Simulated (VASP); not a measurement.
Set up this calculation in VASP 6.6.1, as the native input.

```yaml
Task: single point
Functional: PBE
Potentials_or_basis: VASP PAW PBE potentials, release 64 (C)
Cutoff: 520 eV
k_mesh: 12 × 12 × 12
Occupations: gaussian, width 0.1 eV
Spin: no spin polarisation
Dipole_correction: no
Further_INCAR_settings: ALGO = Normal; EDIFF = 1e-06; NBANDS = 8
```

The structure of C lies in POSCAR:

```
C
1.0
   -1.0126940500      1.0211253100      1.2929067000
    1.0126940500     -1.0211253100      1.2929067000
    1.0126940500      1.0211253100     -1.2929067000
C
1
Direct
    0.0000000000      0.5000000000      0.5000000000
```

The input as run:

INCAR

```
PREC = Accurate
ENCUT = 520
EDIFF = 1E-6
ISMEAR = 0
SIGMA = 0.1
LREAL = False
LASPH = True
NELM = 80
ALGO = Normal
ISIF = 2
LWAVE = False
LCHARG = False
GGA = PE
NBANDS = 8
```

KPOINTS

```
Automatic mesh
0
Gamma
  12 12 12
```

Potentials or basis: VASP PAW PBE potentials, release 64 (C).

Run with:

```sh
$ cat potpaw_PBE.64/C/POTCAR > POTCAR
$ mpirun -np 1 vasp_std > vasp.out
```

Results of the run:

- Pressure: 77.3 GPa
- Band gap on the k mesh: zero (band 2 reaches 23.07 eV, above the bottom of band 3 at 7.61 eV)

Caveat: the k points lie up to 0.36 Å⁻¹ apart.

Wall time 4.9 s on 1 thread of Intel(R) Xeon(R) Platinum 8259CL CPU @ 2.50GHz (Skylake/Cascade Lake) (shared host), peak memory 0.11 GiB.
